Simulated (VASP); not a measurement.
Wanted: the native input for a VASP 6.6.1 run.

* Task: single point
* Functional: PBE
* Potentials or basis: VASP PAW PBE potentials, release 64 (Sn_d, Se)
* Cutoff: 500 eV
* k mesh: 4 × 4 × 4
* Occupations: fermi-dirac, width 0.02 eV
* Spin: no spin polarisation
* Dipole correction: no
* Further INCAR settings: ALGO = Normal; EDIFF = 1e-06; NBANDS = 17

The structure of SnSe lies in POSCAR:

```
SnSe
1.0
    0.0000000000      3.3639842963      3.3639842963
    3.3639842963      0.0000000000      3.3639842963
    3.3639842963      3.3639842963      0.0000000000
Sn Se
1 1
Direct
    0.0000000000      0.0000000000      0.0000000000
    0.2500000000      0.2500000000      0.2500000000
```

These files were run (other wordings do the same):

INCAR

```
SYSTEM = SnSe
PREC = Accurate
ENCUT = 500
EDIFF = 1E-6
ISMEAR = -1
SIGMA = 0.02
LREAL = .False.
LASPH = .True.
NELM = 120
ALGO = Normal
ISIF = 2
LWAVE = .False.
LCHARG = .False.
GGA = PE
NBANDS = 17
GGA_COMPAT = .False.
```

KPOINTS

```
Automatic mesh
0
Gamma
  4 4 4
  0 0 0
```

Potentials or basis: VASP PAW PBE potentials, release 64 (Sn_d, Se).

Launch:

```bash
$ cat potpaw_PBE.64/Sn_d/POTCAR potpaw_PBE.64/Se/POTCAR > POTCAR
$ mpirun -np 1 vasp_std > vasp.out
```

It gave:

```yaml
Pressure: 0.2 GPa
Band_gap_on_the_k_mesh: zero (filled and empty bands touch)
```

Caveat: the k points lie up to 0.40 Å⁻¹ apart; semilocal functionals underestimate gaps, so a narrow gap can read as zero; spin-orbit coupling is left out, which moves the levels of the heavy elements.

Run time: 28 s on 1 thread of Intel Xeon 8259CL, on a shared host, peak memory 0.2 GiB.
